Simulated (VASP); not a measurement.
# Mg (P6_3/mmc) in VASP: further runs, part 2 of 2

VASP 6.6.1. Earlier steps stand in the parts before.

### 4 Single point, PBE

INCAR reads:

```
ALGO = Fast
EDIFF = 1E-7
ENCUT = 520
GGA = PE
ISIF = 2
ISMEAR = 0
LASPH = T
LCHARG = F
LREAL = F
LWAVE = F
NBANDS = 12
NELM = 60
PREC = Accurate
SIGMA = 0.022
```

KPOINTS reads:

```
k-points
0
Gamma
  10 10 3
```

POSCAR reads:

```
Mg
1.0
    3.1768261656      0.0000000000      0.0000000000
   -1.5884130828      2.7512121628      0.0000000000
    0.0000000000      0.0000000000     10.3188620100
Mg
4
Direct
    0.6666666667      0.3333333333      0.7500000000
    0.0000000000      0.0000000000      0.5000000000
    0.3333333333      0.6666666667      0.2500000000
    0.0000000000      0.0000000000      0.0000000000
```

Potentials or basis: VASP PAW PBE potentials, release 64 (Mg).

Launch:

```bash
> cat potpaw_PBE.64/Mg/POTCAR > POTCAR
> mpirun -np 1 vasp_std > vasp.out
```

OUTCAR:

```text
EDIFF = 1E-7
   ENCUT = 520
   GGA = PE
   ISIF = 2
   ISMEAR = 0
   LASPH = T
   LREAL = F
   NELM = 60
   PREC = Accurate

 ion  position               nearest neighbor table
   1  0.667  0.333  0.750-   2 3.17   4 3.17   2 3.17   4 3.17   2 3.17   4 3.17
   2  0.000  0.000  0.500-   1 3.17   3 3.17   3 3.17   1 3.17   1 3.17   3 3.17
   3  0.333  0.667  0.250-   2 3.17   4 3.17   2 3.17   4 3.17   2 3.17   4 3.17
   4  0.000  0.000  0.000-   1 3.17   3 3.17   3 3.17   1 3.17   1 3.17   3 3.17

  LATTYP: Found a hexagonal cell.
 ALAT       =     3.1768261656
 C/A-ratio  =     3.2481670296

  Lattice vectors:

 A1 = (   3.1768261656,   0.0000000000,   0.0000000000)
 A2 = (  -1.5884130828,   2.7512121628,   0.0000000000)
 A3 = (   0.0000000000,   0.0000000000,  10.3188620100)

Analysis of symmetry for initial positions (statically):
=====================================================================
 Subroutine PRICEL returns:
 Original cell was already a primitive cell.

 Routine SETGRP: Setting up the symmetry group for a
 hexagonal supercell.

 Subroutine GETGRP returns: Found 24 space group operations
 (whereof 12 operations were pure point group operations)
 out of a pool of 24 trial point group operations.

The static configuration has the point symmetry D_3d.
 The point group associated with its full space group is D_6h.

Analysis of symmetry for dynamics (positions and initial velocities):
=====================================================================
 Subroutine PRICEL returns:
 Original cell was already a primitive cell.

 Routine SETGRP: Setting up the symmetry group for a
 hexagonal supercell.

 Subroutine GETGRP returns: Found 24 space group operations
 (whereof 12 operations were pure point group operations)
[... 134 lines left out ...]
   AEXX    =    0.0000 exact exchange contribution
   IVDW    =     0    specifies the selected vdW correction
   LEPSILON=     F    determine dielectric tensor
   LRPA    =     F    only Hartree local field effects (RPA)
 non-spin polarized calculation
 RMM-DIIS sequential band-by-band and
 Gauss-broadening in eV      SIGMA  =   0.02
  energy-cutoff  :      520.00
  volume of cell :       90.19
 maximum number of plane-waves:      2456
 NGX is ok and might be reduce to    24
   NGX = 11   NGY = 11   NGZ = 39

 number of electron       8.0000000 magnetization

 Free energy of the ion-electron system (eV)
  ---------------------------------------------------
  ext. energy  EPLUGINS =         0.00000000
  ---------------------------------------------------
  free energy    TOTEN  =        -5.99493670 eV

  energy without entropy =       -5.99476172  energy(sigma->0) =       -5.99484921

 E-fermi :   2.8348     XC(G=0):  -8.5467

 val. band max:        2.8189992824   @ k =   0.3000   0.3000   0.0000
 cond. band min:       2.8846619057   @ k =   0.3000   0.3000   0.3333
 fundamental gap:      0.0656626233
 Fermi energy:         2.8347988046

 k-point     1 :       0.0000    0.0000    0.0000
  band No.  band energies     occupation
      1      -4.2817      2.00000
      2      -2.8747      2.00000
      3      -2.8738      2.00000
      4       1.0115      2.00000
      5       1.4844      2.00000
      6       7.8009      0.00000
      7       7.8103      0.00000
      8      13.8012      0.00000
      9      13.8012      0.00000
     10      13.8778      0.00000
     11      13.8778      0.00000
     12      14.5883      0.00000
[... 331 lines left out ...]
 k-point    24 :       0.4000    0.1000    0.3333
  band No.  band energies     occupation
      1      -0.0369      2.00000
      2       0.4083      2.00000
      3       1.8067      2.00000
      4       1.9753      2.00000
      5       2.5770      2.00000
      6       3.5123      0.00000
      7       4.1984      0.00000
      8       5.3902      0.00000
      9       6.8137      0.00000
     10       7.5308      0.00000
     11       8.1620      0.00000
     12       8.9693      0.00000

 [... further k-points ...]

------------------------ aborting loop because EDIFF is reached ----------------------------------------

  FORCE on cell =-STRESS in cart. coord.  units (eV):
  Direction    XX          YY          ZZ          XY          YZ          ZX
  --------------------------------------------------------------------------------------
  -------------------------------------------------------------------------------------
  Total        0.2146102      0.2146102      0.9861760      0.0000000      0.0000000      0.0000000
  in kB        3.8125145      3.8125145     17.5192569      0.0000000      0.0000000      0.0000000
  external PRESSURE =       8.3814286 kB  Pullay stress =       0.0000000 kB

 VOLUME and BASIS-vectors are now :
 -----------------------------------------------------------------------------
  energy-cutoff  :      520.00
  volume of cell :       90.19
      direct lattice vectors                 reciprocal lattice vectors
     3.176826166  0.000000000  0.000000000     0.314779578  0.181738074  0.000000000
    -1.588413083  2.751212163  0.000000000     0.000000000  0.363476148  0.000000000
     0.000000000  0.000000000 10.318862010     0.000000000  0.000000000  0.096909911

 POSITION                                       TOTAL-FORCE (eV/Angst)
 -----------------------------------------------------------------------------------
      1.58841      0.91707      7.73915         0.000000      0.000000      0.000000
      0.00000      0.00000      5.15943        -0.000000      0.000000     -0.000000
     -0.00000      1.83414      2.57972        -0.000000     -0.000000     -0.000000
      0.00000      0.00000      0.00000        -0.000000      0.000000     -0.000000
 -----------------------------------------------------------------------------------
    total drift:                                0.000000     -0.000000      0.000000

  FREE ENERGIE OF THE ION-ELECTRON SYSTEM (eV)
  ---------------------------------------------------
  free  energy   TOTEN  =        -5.9949366966 eV

  energy  without entropy=       -5.9947617166  energy(sigma->0) =       -5.99484921
```

stdout:

```text
POSCAR found type information on POSCAR Mg
 POSCAR found :  1 types and       4 ions
 scaLAPACK will be used
 LDA part: xc-table for (Slater+PW92), standard interpolation
 POSCAR, INCAR and KPOINTS ok, starting setup
 FFT: planning ... GRIDC
 FFT: planning ... GRID_SOFT
 FFT: planning ... GRID
 WAVECAR not read
 entering main loop
```

Wall time 24 s (1 thread of AMD EPYC 7R43 (Zen 3), shared host); peak memory 0.17 GiB.

What came out:

| Item | Value |
| --- | --- |
| Free energy | -5.9949 eV |
| Pressure | 0.8 GPa |
| Band gap on the k mesh | zero (band 4 reaches 3.37 eV, above the bottom of band 5 at 1.48 eV) |

Levels at points of the mesh, in eV from the Fermi level:
| k point | band 2 | band 3 | band 4 | band 5 | band 6 | band 7 |
| --- | --- | --- | --- | --- | --- | --- |
| (0.00, 0.00, 0.00) | -5.71 | -5.71 | -1.82 | -1.35 | 4.97 | 4.98 |
| (0.50, 0.00, 0.00) | -2.26 | -1.20 | -1.18 | -0.62 | -0.58 | 2.67 |

### 5 Summary

| smearing | gap on the mesh (eV) | pressure (GPa) |
| --- | --- | --- |
| gaussian 0.019 eV | none | 0.8 |
| gaussian 0.021 eV | none | 0.8 |
| gaussian 0.022 eV | none | 0.8 |

Alike in all rows: task single point; level PBE; potentials or basis VASP PAW PBE potentials, release 64 (Mg); no spin polarisation; cell as given; k mesh 10 × 10 × 3; cutoff (eV) 520.

Every run on the cell as given and a fine mesh finds a metal.

Absolute energies hang on the potentials; compare differences alone.
